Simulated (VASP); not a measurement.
Wanted: the native input for a VASP 6.6.1 run.

| Property | Result |
| --- | --- |
| Task | relaxation of cell and atoms |
| Functional | LDA |
| Potentials or basis | VASP PAW LDA potentials, release 64 (C, O) |
| Cutoff | 600 eV |
| k mesh | 5 × 5 × 5 |
| Occupations | gaussian, width 0.01 eV |
| Spin | no spin polarisation |
| Dipole correction | no |
| Further INCAR settings | ALGO = Normal; EDIFF = 1e-06; IBRION = 2; EDIFFG = -0.03; NSW = 80; ISIF = 3 |

The structure of CO2 lies in POSCAR:

```
CO2
1.0
    3.5161000000      0.0000000000      0.0000000000
    0.0000000000      3.5161000000      0.0000000000
    0.0000000000      0.0000000000      4.1043000000
C O
2 4
Direct
    0.0000000000      0.0000000000      0.0000000000
    0.5000000000      0.5000000000      0.5000000000
    0.2300000000      0.2300000000      0.0000000000
    0.2700000000      0.7300000000      0.5000000000
    0.7700000000      0.7700000000      0.0000000000
    0.7300000000      0.2700000000      0.5000000000
```

One way to write it, as run:

INCAR

```
PREC = Accurate
ENCUT = 600
EDIFF = 1E-6
ISMEAR = 0
SIGMA = 0.01
LREAL = F
LASPH = T
NELM = 60
ALGO = Normal
ISIF = 3
LWAVE = F
LCHARG = F
GGA = CA
IBRION = 2
NSW = 80
EDIFFG = -0.03
```

KPOINTS

```
Automatic mesh
0
Gamma
  5 5 5
```

Potentials or basis: VASP PAW LDA potentials, release 64 (C, O).

Command:

```bash
$ cat potpaw_LDA.64/C/POTCAR potpaw_LDA.64/O/POTCAR > POTCAR
$ mpirun -np 1 vasp_std > vasp.out
```

Results of the run:

* Relaxed volume: 11.75 Å³/atom
* Relaxed cell: a = 3.961 Å, b = 3.961 Å, c = 4.495 Å, α = 90.00°, β = 90.00°, γ = 90.00°
* Space group after relaxing (to 0.05 Å): P4_2/mnm (No. 136)
* Energy gained by relaxing: 142.1 meV/atom
* Ionic steps: 15
* Pressure after relaxing: 0.0 GPa
* Largest force after relaxing: 0.006 eV/Å
* Band gap on the k mesh: 6.41 eV, indirect (least direct gap 7.07 eV)

Caveat: the volume moved by over 15 % at a fixed basis, so the end points are rough; the volume moved by +39 % from the deposited cell, more than functionals usually miss.

Wall time 61 s on 1 thread of Intel(R) Xeon(R) 6975P-C (Granite Rapids) (shared host), peak memory 0.15 GiB.
